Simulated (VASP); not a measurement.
**TiC: single point with PBEsol**

TiC:

```
Ti C
1.0
     2.06082    2.06082    0.00000
    -2.06082    2.06082    0.00000
     0.00000    0.00000    4.12164
Ti C
2 2
Cartesian
  0.0000 0.0000 0.0000
  0.0000 2.0608 2.0608
  0.0000 2.0608 0.0000
  0.0000 0.0000 2.0608
```

This cell differs from its parent crystal: equal strain along all axes, cell held: -4.0 %.

* Program: VASP 6.6.1
* Task: single point
* Functional: PBEsol
* Potentials or basis: VASP PAW PBE potentials, release 64 (Ti_sv, C)
* Cutoff: 520 eV
* k mesh: 18 × 18 × 12
* Occupations: gaussian, width 0.1 eV
* Spin: no spin polarisation

```
Pressure               : 41.8 GPa
Band gap on the k mesh : zero (bands 16 and 17 overlap by 1.13 eV)
```

Levels at points of the mesh, in eV from the Fermi level:
```
           k point  band 14  band 15  band 16  band 17  band 18  band 19
(0.00, 0.00, 0.00)     0.13     0.68     0.68     0.68     1.89     1.89
(0.50, 0.00, 0.00)    -3.06    -3.01    -3.01     2.51     2.51     3.84
(0.50, 0.50, 0.00)    -2.19     0.13     0.13     0.13     0.13     3.30
(0.00, 0.00, 0.50)    -0.95    -0.45    -0.45    -0.45    -0.45     2.64
(0.50, 0.00, 0.50)    -3.43    -3.43    -3.43     3.53     3.53     3.53
(0.50, 0.50, 0.50)    -3.43    -3.09    -3.09     3.31     3.31     3.31
```

It took 4 min on 1 thread of Intel(R) Xeon(R) Platinum 8259CL CPU @ 2.50GHz (Skylake/Cascade Lake), on a shared host, peak memory 0.37 GiB.

Caveat: the cell differs from its parent crystal (equal strain along all axes, cell held: -4.0 %); the cell stands under pressure; the PAW data sets were made with another functional, which shifts forces and pressure a little.
